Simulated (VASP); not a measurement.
Wanted: the native input for a VASP 6.6.1 run.

- Task: single point
- Functional: PBE
- Potentials or basis: VASP PAW PBE potentials, release 64 (Hg, Te)
- Cutoff: 520 eV
- k mesh: 6 × 6 × 6
- Occupations: fermi-dirac, width 0.02 eV
- Spin: no spin polarisation
- Dipole correction: no
- Further INCAR settings: ALGO = Normal; EDIFF = 1e-07; NBANDS = 16

The structure of HgTe lies in POSCAR:

```
HgTe
1.0
   -0.1184096840      3.2694229414      3.2694229414
    3.2694229414     -0.1184096840      3.2694229414
    3.2694229414      3.2694229414     -0.1184096840
Hg Te
1 1
Direct
   -0.0034209566     -0.0034209566     -0.0034209566
    0.2534209566      0.2534209566      0.2534209566
```

This cell differs from its parent crystal: epitaxial 111 strain +3.0%.

The input as run:

INCAR

```
ALGO = Normal ; EDIFF = 1E-7
ENCUT = 520 ; GGA = PE
ISIF = 2 ; ISMEAR = -1
LASPH = T ; LCHARG = F
LREAL = F ; LWAVE = F
NBANDS = 16 ; NELM = 60
PREC = Accurate ; SIGMA = 0.02
```

KPOINTS

```
k-points
0
Gamma
  6 6 6
```

Potentials or basis: VASP PAW PBE potentials, release 64 (Hg, Te).

The run is started by

```sh
$ cat potpaw_PBE.64/Hg/POTCAR potpaw_PBE.64/Te/POTCAR > POTCAR
$ mpirun -np 1 vasp_std > vasp.out
```

It gave:

| Quantity | Value |
| --- | --- |
| Pressure | 0.0 GPa |
| Largest force | 0.012 eV/Å |
| Band gap on the k mesh | 0.20 eV |

Caveat: the cell differs from its parent crystal (epitaxial 111 strain +3.0%); spin-orbit coupling is left out, which moves the levels of the heavy elements.

It took 25 s on 1 thread of Intel(R) Xeon(R) Platinum 8488C (Sapphire Rapids), on a shared host, peak memory 0.22 GiB.
